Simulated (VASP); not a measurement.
# Ca3PPb (Pm-3m) in VASP: notebook

Runs on Ca3PPb. Level: PBE. Tasks: single point.

All numbers are computed with VASP 6.6.1; they aren't measurements. Logs are shortened: lines on timing, memory, paths and dates and some standing lists are left out, and cuts for length are marked.

## (1) The cell of the first run

Symmetry: Pm-3m, No. 221, cubic system. The conventional cell has a = 5.452 Å, b = 5.452 Å, c = 5.452 Å, α = 90.00°, β = 90.00°, γ = 90.00°. Pb (site symmetry m-3m) has 12 Ca at 3.86 Å and 8 P at 4.72 Å within 5.1 Å. P (site symmetry m-3m) has 6 Ca at 2.73 Å within 3.6 Å. Within 3.6 Å of Ca (site symmetry 4/mmm) lie 2 P at 2.73 Å.

## (2) Single point, PBE

Contents of INCAR:

```
  PREC = Accurate
  ENCUT = 520
  EDIFF = 1E-6
  ISMEAR = -1
  SIGMA = 0.1
  LREAL = False
  LASPH = True
  NELM = 100
  ALGO = Normal
  ISIF = 2
  LWAVE = False
  LCHARG = False
  GGA = PE
  NBANDS = 32
```

Contents of KPOINTS:

```
Automatic mesh
0
Gamma
  3 3 3
```

Contents of POSCAR:

```
Ca3PPb
1.0
    5.4518466943      0.0000000000      0.0000000000
    0.0000000000      5.4518466943      0.0000000000
    0.0000000000      0.0000000000      5.4518466943
Pb P Ca
1 1 3
Direct
    0.0000000000      0.0000000000      0.0000000000
    0.5000000000      0.5000000000      0.5000000000
    0.5000000000      0.5000000000      0.0000000000
    0.0000000000      0.5000000000      0.5000000000
    0.5000000000      0.0000000000      0.5000000000
```

Potentials or basis: VASP PAW PBE potentials, release 64 (Pb_d, P, Ca_sv).

The run is started by

```console
cat potpaw_PBE.64/Pb_d/POTCAR potpaw_PBE.64/P/POTCAR potpaw_PBE.64/Ca_sv/POTCAR > POTCAR
mpirun -np 1 vasp_std > vasp.out
```

OUTCAR:

```text
PREC = Accurate
   ENCUT = 520
   EDIFF = 1E-6
   ISMEAR = -1
   LREAL = False
   LASPH = True
   NELM = 100
   ISIF = 2
   GGA = PE

 ion  position               nearest neighbor table
   1  0.000  0.000  0.000-
   2  0.500  0.500  0.500-   3 2.73   4 2.73   5 2.73   3 2.73   5 2.73   4 2.73
   3  0.500  0.500  0.000-   2 2.73   2 2.73
   4  0.000  0.500  0.500-   2 2.73   2 2.73
   5  0.500  0.000  0.500-   2 2.73   2 2.73

  LATTYP: Found a simple cubic cell.
 ALAT       =     5.4518466943

  Lattice vectors:

 A1 = (   5.4518466943,   0.0000000000,   0.0000000000)
 A2 = (   0.0000000000,   5.4518466943,   0.0000000000)
 A3 = (   0.0000000000,   0.0000000000,   5.4518466943)

Analysis of symmetry for initial positions (statically):
=====================================================================
 Subroutine PRICEL returns:
 Original cell was already a primitive cell.

 Routine SETGRP: Setting up the symmetry group for a
 simple cubic supercell.

 Subroutine GETGRP returns: Found 48 space group operations
 (whereof 48 operations were pure point group operations)
 out of a pool of 48 trial point group operations.

The static configuration has the point symmetry O_h .

Analysis of symmetry for dynamics (positions and initial velocities):
=====================================================================
 Subroutine PRICEL returns:
 Original cell was already a primitive cell.

 Routine SETGRP: Setting up the symmetry group for a
 simple cubic supercell.

 Subroutine GETGRP returns: Found 48 space group operations
 (whereof 48 operations were pure point group operations)
 out of a pool of 48 trial point group operations.

The dynamic configuration has the point symmetry O_h .

 Subroutine INISYM returns: Found 48 space group operations
 (whereof 48 operations are pure point group operations),
 and found     1 'primitive' translations

----------------------------------------------------------------------------------------

                                     Primitive cell

  volume of cell :     162.0432

  direct lattice vectors                    reciprocal lattice vectors
     5.451846694  0.000000000  0.000000000     0.183424087  0.000000000  0.000000000
     0.000000000  5.451846694  0.000000000     0.000000000  0.183424087  0.000000000
     0.000000000  0.000000000  5.451846694     0.000000000  0.000000000  0.183424087

[... 67 lines left out ...]
   NELM   =    100;   NELMIN=  2; NELMDL= -5     # of ELM steps
   EDIFF  = 0.1E-05   stopping-criterion for ELM
   LREAL  =      F    real-space projection
   EDIFFG = 0.1E-04   stopping-criterion for IOM
   NSW    =      0    number of steps for IOM
   IBRION =     -1    ionic relax: 0-MD 1-quasi-New 2-CG
   NFREE  =      0    steps in history (QN), initial steepest desc. (CG)
   ISIF   =      2    stress and relaxation
   ISYM   =      2    0-nonsym 1-usesym 2-fastsym
   POTIM  = 0.5000    time-step for ionic-motion
   TEBEG  =    0.0;   TEEND  =   0.0 temperature during run
   PSTRESS=    0.0 pullay stress
   NELECT =      49.0000    total number of electrons
   NUPDOWN=      -1.0000    fix difference up-down
   EMIN   =  10.00;   EMAX   =-10.00  energy-range for DOS
   EFERMI =   0.00;   METHOD = LEGACY
   ISMEAR =    -1;   SIGMA  =   0.10  broadening in eV -4-tet -1-fermi 0-gaus
   EFERMI_NEDOS =   21; number of points for ismear=-14 and -15
   IALGO  =     38    algorithm
   IMIX   =      4    mixing-type and parameters
     AMIX     =   0.40;   BMIX     =  1.00
     AMIX_MAG =   1.60;   BMIX_MAG =  1.00
  volume/ion in A,a.u.               =      32.41       218.70
  Fermi-wavevector in a.u.,A,eV,Ry     =   1.098828  2.076485 16.428000  1.207424
  Thomas-Fermi vector in A             =   2.235213
   LORBIT       =      0    0 simple, 1 ext, 2 COOP (PROOUT), +10 PAW based schemes
   GGA     = PE    functional components
   LHFCALC =     F    Hartree Fock is set to
   AEXX    =    0.0000 exact exchange contribution
   IVDW    =     0    specifies the selected vdW correction
   LEPSILON=     F    determine dielectric tensor
   LRPA    =     F    only Hartree local field effects (RPA)
 non-spin polarized calculation
  energy-cutoff  :      520.00
  volume of cell :      162.04
 maximum number of plane-waves:      4385
 NGX is ok and might be reduce to    42
   NGX = 21   NGY = 21   NGZ = 21

 number of electron      49.0000012 magnetization

 Free energy of the ion-electron system (eV)
  ---------------------------------------------------
  ext. energy  EPLUGINS =         0.00000000
  ---------------------------------------------------
  free energy    TOTEN  =       -18.54447652 eV

  energy without entropy =      -18.41903694  energy(sigma->0) =      -18.48175673

 E-fermi :   3.1172     XC(G=0):  -8.5592

 val. band max:        3.1151925851   @ k =   0.3333   0.0000   0.0000
 cond. band min:       3.8937709863   @ k =   0.0000   0.0000   0.0000
 fundamental gap:      0.7785784012
 Fermi energy:         3.1172278679

 k-point     1 :       0.0000    0.0000    0.0000
  band No.  band energies     occupation
      1     -37.9055      2.00000
      2     -37.8868      2.00000
      3     -37.8868      2.00000
      4     -19.0003      2.00000
      5     -19.0003      2.00000
      6     -19.0003      2.00000
[... 129 lines left out ...]
     31       5.9612      0.00000
     32       6.4660      0.00000

------------------------ aborting loop because EDIFF is reached ----------------------------------------

  FORCE on cell =-STRESS in cart. coord.  units (eV):
  Direction    XX          YY          ZZ          XY          YZ          ZX
  --------------------------------------------------------------------------------------
  -------------------------------------------------------------------------------------
  Total        0.0658193      0.0658193      0.0658193      0.0000000      0.0000000      0.0000000
  in kB        0.6507781      0.6507781      0.6507781      0.0000000      0.0000000      0.0000000
  external PRESSURE =       0.6507781 kB  Pullay stress =       0.0000000 kB

 VOLUME and BASIS-vectors are now :
 -----------------------------------------------------------------------------
  energy-cutoff  :      520.00
  volume of cell :      162.04
      direct lattice vectors                 reciprocal lattice vectors
     5.451846694  0.000000000  0.000000000     0.183424087  0.000000000  0.000000000
     0.000000000  5.451846694  0.000000000     0.000000000  0.183424087  0.000000000
     0.000000000  0.000000000  5.451846694     0.000000000  0.000000000  0.183424087

 POSITION                                       TOTAL-FORCE (eV/Angst)
 -----------------------------------------------------------------------------------
      0.00000      0.00000      0.00000         0.000000      0.000000      0.000000
      2.72592      2.72592      2.72592         0.000000      0.000000      0.000000
      2.72592      2.72592      0.00000         0.000000      0.000000      0.000000
      0.00000      2.72592      2.72592         0.000000      0.000000      0.000000
      2.72592      0.00000      2.72592         0.000000      0.000000      0.000000
 -----------------------------------------------------------------------------------
    total drift:                                0.000000     -0.000000     -0.000000

  FREE ENERGIE OF THE ION-ELECTRON SYSTEM (eV)
  ---------------------------------------------------
  free  energy   TOTEN  =       -18.5444765208 eV

  energy  without entropy=      -18.4190369439  energy(sigma->0) =      -18.48175673
```

stdout:

```text
POSCAR found type information on POSCAR PbP Ca
 POSCAR found :  3 types and       5 ions
 scaLAPACK will be used
 LDA part: xc-table for (Slater+PW92), standard interpolation
 POSCAR, INCAR and KPOINTS ok, starting setup
 FFT: planning ... GRIDC
 FFT: planning ... GRID_SOFT
 FFT: planning ... GRID
 WAVECAR not read
 entering main loop
```

Run time: 26 s. Hardware: 1 thread of Intel Xeon Platinum 8488C (Sapphire Rapids), shared host; peak memory 0.25 GiB.

Results:

```
Free energy            : -18.5445 eV
Pressure               : 0.1 GPa
Band gap on the k mesh : zero (an odd number of electrons rules out a gap without spin polarisation)
```

Caveat: the k points lie up to 0.38 Å⁻¹ apart, too coarse for converged energies and pressures of a metal; spin-orbit coupling is left out, which moves the levels of the heavy elements.

(Continued in part 2 of 2.)

The gap in the log of VASP goes by the Fermi energy; the results here count the filled bands.